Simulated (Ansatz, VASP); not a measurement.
Si7Ge in VASP and in Ansatz

File POSCAR:

```
Si7Ge
1.0
    5.4679684304      0.0000000000      0.0000000000
    0.0000000000      5.4679684304      0.0000000000
    0.0000000000      0.0000000000      5.7413668519
Si Ge
7 1
Direct
    0.2524307582      0.2524307582      0.2524307582
    0.0000000000      0.5000000000      0.5000000000
    0.5000000000      0.5000000000      0.0000000000
    0.5000000000      0.0000000000      0.5000000000
    0.7475692418      0.2524307582      0.7475692418
    0.7475692418      0.7475692418      0.2524307582
    0.2524307582      0.7475692418      0.7475692418
    0.0000000000      0.0000000000      0.0000000000
```

INCAR.step1

```
SYSTEM = Si7Ge
ALGO = Normal
EDIFF = 1E-4
ENCUT = 520
GGA = PE
ISMEAR = 0
LASPH = .TRUE.
LCHARG = .FALSE.
LREAL = .FALSE.
LWAVE = .TRUE.
NBANDS = 31
NELM = 80
PREC = Accurate
SIGMA = 0.05
```

The input INCAR.step2:

```
SYSTEM = Si7Ge
ALGO = Normal
EDIFF = 1E-6
ENCUT = 520
ISIF = 2
ISMEAR = 0
ISTART = 1
LASPH = .TRUE.
LCHARG = .FALSE.
LMIXTAU = .TRUE.
LREAL = .FALSE.
LWAVE = .FALSE.
METAGGA = R2SCAN
NBANDS = 31
NELM = 80
PREC = Accurate
SIGMA = 0.05
```

The input KPOINTS:

```
k-points
0
G
  6 6 6
  0 0 0
```

Input for Ansatz:

```yaml
crystal:
  lattice:
    - [5.4679684304, 0.0, 0.0]
    - [0.0, 5.4679684304, 0.0]
    - [0.0, 0.0, 5.7413668519]
  atoms:
    - { symbol: Si, position: [0.2524307582, 0.2524307582, 0.2524307582] }
    - { symbol: Si, position: [0.0, 0.5, 0.5] }
    - { symbol: Si, position: [0.5, 0.5, 0.0] }
    - { symbol: Si, position: [0.5, 0.0, 0.5] }
    - { symbol: Si, position: [0.7475692418, 0.2524307582, 0.7475692418] }
    - { symbol: Si, position: [0.7475692418, 0.7475692418, 0.2524307582] }
    - { symbol: Si, position: [0.2524307582, 0.7475692418, 0.7475692418] }
    - { symbol: Ge, position: [0.0, 0.0, 0.0] }
basis:
  ecutwfc: 500
kpoints:
  mp_grid: { grid: [6, 6, 6] }
hamiltonian:
  xc: r2scan
scf:
  occupations: { method: gaussian, width: 0.05 }
output:
  forces: true
  stress: true
  eigenvalues: true
  write_density: true
  write_potential: true
  elf: true
  volumetric_format: npy
```

Change from the starting cell: strain +0.000 along x and y, +0.050 along z, atoms carried along.

Alike in both runs: task single point; functional r2SCAN; k mesh 6 × 6 × 6; occupations gaussian, width 0.05 eV; no spin polarisation.

|  | VASP | Ansatz |
| --- | --- | --- |
| version | VASP 6.6.1 | Ansatz 0.2.0 |
| potentials or method | VASP PAW PBE potentials, release 64 (Si, Ge_d), cutoff 520 eV | scalar-relativistic, plane waves, PAW |
| valence electrons in the cell | 42 | 42 |

Ansatz gave:

| Property | Result |
| --- | --- |
| gap on the k mesh at the Fermi level (eV) | 0.50 |
| least direct gap on the mesh (eV) | 0.50 |
| pressure (GPa) | -4.1 |
| traceless stress, the component that is largest in VASP (GPa) | -3.56 |
| rms of the force components (eV/Å) | 0.006 |

Task: What did VASP give for the same quantities?

Result: gap on the k mesh at the Fermi level (eV): 0.51; least direct gap on the mesh (eV): 0.51; pressure (GPa): -4.3; traceless stress, the component that is largest in VASP (GPa): -3.58; rms of the force components (eV/Å): 0.011.

VASP's potentials were made for PBE, not for r2SCAN. Atom by atom the forces differ by 0.006 eV/Å (rms over components). The functional is the same, so the differences come from potentials, cutoffs and numerics.
